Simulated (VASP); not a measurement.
Wanted: the native input for a VASP 6.6.1 run.

```yaml
Task: single point
Functional: PBEsol
Potentials_or_basis: VASP PAW PBE potentials, release 64 (Au)
Cutoff: 520 eV
k_mesh: 20 × 20 × 20
Occupations: gaussian, width 0.15 eV
Spin: no spin polarisation
Dipole_correction: no
Further_INCAR_settings: ALGO = Fast; EDIFF = 1e-07; NBANDS = 12
```

The structure of Au lies in POSCAR:

```
Au
1.0
   -1.6572690000      1.7297745188      1.7297745188
    1.6572690000     -1.5847634812      1.5847634812
    1.6572690000      1.5847634812     -1.5847634812
Au
1
Direct
    0.0000000000      0.0000000000      0.0000000000
```

This cell differs from its parent crystal: strain +0.0875 x Voigt [0, 0, 0, 1, 0, 0].

The input as run:

INCAR

```
ALGO = Fast
EDIFF = 1E-7
ENCUT = 520
GGA = PS
ISIF = 2
ISMEAR = 0
LASPH = True
LCHARG = True
LELF = True
LREAL = False
LVHAR = True
LWAVE = False
NBANDS = 12
NELM = 80
PREC = Accurate
SIGMA = 0.15
```

KPOINTS

```
k-points
0
Gamma
  20 20 20
```

Potentials or basis: VASP PAW PBE potentials, release 64 (Au).

Run with:

```bash
$ cat potpaw_PBE.64/Au/POTCAR > POTCAR
$ mpirun -np 1 vasp_std > vasp.out
```

It gave:

```
Pressure : -8.0 GPa
```

Caveat: the cell differs from its parent crystal (strain +0.0875 x Voigt [0, 0, 0, 1, 0, 0]); the PAW data sets were made with another functional, which shifts forces and pressure a little.

Run time: 2.2 min on 1 thread of Intel Xeon 6975P-C, with other jobs on the host, peak memory 0.35 GiB.
